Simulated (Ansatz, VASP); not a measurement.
**Two plane-wave programs on PbSe**

```
CELL_PARAMETERS angstrom
5.24429 0.00000 0.00000
0.00000 5.24429 0.00000
0.00000 0.00000 3.99483
ATOMIC_POSITIONS crystal
Pb 0.50000 0.00000 0.34655
Pb 0.00000 0.50000 0.65345
Se 0.00000 0.00000 0.00000
Se 0.50000 0.50000 0.00000
```

Alike in both runs: functional PBEsol; k mesh 6 × 6 × 8; occupations gaussian, width 0.05 eV; no spin polarisation.

Ansatz relaxed the structure, and its values are those at the end. VASP's run is a single point on that final structure, the one shown.

|  | VASP | Ansatz |
| --- | --- | --- |
| version | VASP 6.6.1 | Ansatz 0.2.0 |
| potentials or method | VASP PAW PBE potentials, release 64 (Pb_d, Se), cutoff 520 eV | scalar-relativistic, plane waves, PAW |
| valence electrons in the cell | 40 | 60 |

|  | VASP | Ansatz | Ansatz less VASP |
| --- | --- | --- | --- |
| gap on the k mesh at the Fermi level (eV) | 0.16 | 0.16 | +0.006 |
| least direct gap on the mesh (eV) | 0.60 | 0.60 | -0.001 |
| pressure (GPa) | 0.0 | 0.0 | -0.02 |
| rms of the force components (eV/Å) | 0.005 | 0.002 | -0.0029 |

VASP's potentials were made for PBE, not for PBEsol. The functional is the same, so the differences come from potentials, cutoffs and numerics. VASP's potentials hold 40 valence electrons a cell and Ansatz's 60, so a difference there can come from the potentials and not from the codes.

Spin-orbit coupling is off throughout.
